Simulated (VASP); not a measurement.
Here is a VASP 6.6.1 calculation.

INCAR

```
  PREC = Accurate
  ENCUT = 520
  EDIFF = 1E-7
  ISMEAR = -1
  SIGMA = 0.1
  LREAL = F
  LASPH = T
  NELM = 60
  ALGO = Normal
  ISIF = 2
  LWAVE = F
  LCHARG = F
  GGA = PS
  NBANDS = 52
```

Contents of KPOINTS:

```
Automatic mesh
0
Gamma
  8 8 8
```

The input POSCAR:

```
Sr2VWO6
1.0
    0.0000000000      3.9341917700      3.9341917700
    3.9341917700      0.0000000000      3.9341917700
    3.9341917700      3.9341917700      0.0000000000
V W O Sr
1 1 6 2
Direct
    0.5000000000      0.5000000000      0.5000000000
    0.0000000000      0.0000000000      0.0000000000
    0.7495125914      0.2504874086      0.2504874086
    0.2504874086      0.7495125914      0.2504874086
    0.2504874086      0.7495125914      0.7495125914
    0.7495125914      0.2504874086      0.7495125914
    0.2504874086      0.2504874086      0.7495125914
    0.7495125914      0.7495125914      0.2504874086
    0.2500000000      0.2500000000      0.2500000000
    0.7500000000      0.7500000000      0.7500000000
```

Potentials or basis: VASP PAW PBE potentials, release 64 (V_sv, W_sv, O, Sr_sv).

Command:

```console
$ cat potpaw_PBE.64/V_sv/POTCAR potpaw_PBE.64/W_sv/POTCAR potpaw_PBE.64/O/POTCAR potpaw_PBE.64/Sr_sv/POTCAR > POTCAR
$ mpirun -np 1 vasp_std > vasp.out
```

**Question.** Estimate the band gap on the k mesh.

**Answer.** Zero (an odd number of electrons rules out a gap without spin polarisation).

**Question.** What does it give for the pressure?

**Answer.** -4.8 GPa.

**Question.** What does it give for the largest force?

**Answer.** 0.111 eV/Å.

Forces in eV/Å, atoms in the order of the input:
```
V    0.000  0.000  0.000
W    0.000  0.000  0.000
O    0.111  0.000  0.000
O    0.000  0.111  0.000
O   -0.111  0.000  0.000
O    0.000 -0.111  0.000
O    0.000  0.000  0.111
O    0.000  0.000 -0.111
Sr   0.000  0.000  0.000
Sr   0.000  0.000  0.000
```

Caveat: the cell stands under tension; the PAW data sets were made with another functional, which shifts forces and pressure a little; spin-orbit coupling is left out, which moves the levels of the heavy elements; an odd number of electrons without spin polarisation forces a metal; a magnetic or distorted state may lie lower; the run has no spin polarisation, though such a crystal can be magnetic; semilocal functionals often make such compounds metallic where correlation or magnetic order opens a gap, which also shifts bond lengths. With open d or f shells a metallic result of PBEsol can be an artefact of self-interaction; +U or a hybrid may open a gap.
